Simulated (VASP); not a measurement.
A run of VASP 6.6.1 is set up as follows.

Contents of INCAR:

```
  ALGO = Normal
  EDIFF = 1E-6
  EDIFFG = -0.001
  ENCUT = 600
  GGA = PE
  IBRION = 2
  ISIF = 3
  ISMEAR = 0
  LASPH = True
  LCHARG = False
  LREAL = False
  LWAVE = False
  NELM = 60
  NSW = 80
  PREC = Accurate
  PSTRESS = 200.0
  SIGMA = 0.01
```

File KPOINTS:

```
k-points
0
Gamma
  10 10 10
```

POSCAR

```
BAs
1.0
    0.0000000000      2.4046443033      2.4046443033
    2.4046443033      0.0000000000      2.4046443033
    2.4046443033      2.4046443033      0.0000000000
B As
1 1
Direct
    0.0000000000      0.0000000000      0.0000000000
    0.7500000000      0.7500000000      0.7500000000
```

Potentials or basis: VASP PAW PBE potentials, release 64 (B, As).

Launch:

```console
$ cat potpaw_PBE.64/B/POTCAR potpaw_PBE.64/As/POTCAR > POTCAR
$ mpirun -np 1 vasp_std > vasp.out
```

Q: Estimate the relaxed cell.

A: a = 3.274 Å, b = 3.274 Å, c = 3.274 Å, α = 60.00°, β = 60.00°, γ = 60.00°.

Q: What does it give for the band gap on the k mesh?

A: 1.07 eV, indirect (least direct gap 3.40 eV).

Q: Estimate the relaxed volume.

A: 12.40 Å³/atom.

Q: What does it give for the space group after relaxing (to 0.05 Å)?

A: F-43m (No. 216).

The path:
```
step  energy change (eV)  largest force (eV/Å)  pressure (GPa)  volume (Å³)
   1              0.0000                0.0000            0.59        27.81
   2              0.9235                0.0000           57.78        21.56
   3              0.1650                0.0000           19.25        24.90
   4              0.1745                0.0000           19.89        24.82
   5              0.1818                0.0000           20.38        24.76
   6              0.1700                0.0000           19.59        24.85
   7              0.1761                0.0000           20.00        24.81
```

Caveat: the cell is relaxed towards a set pressure, so the enthalpy falls and the energy may rise. A hybrid or GW would open this gap; PBE tends to underestimate it.
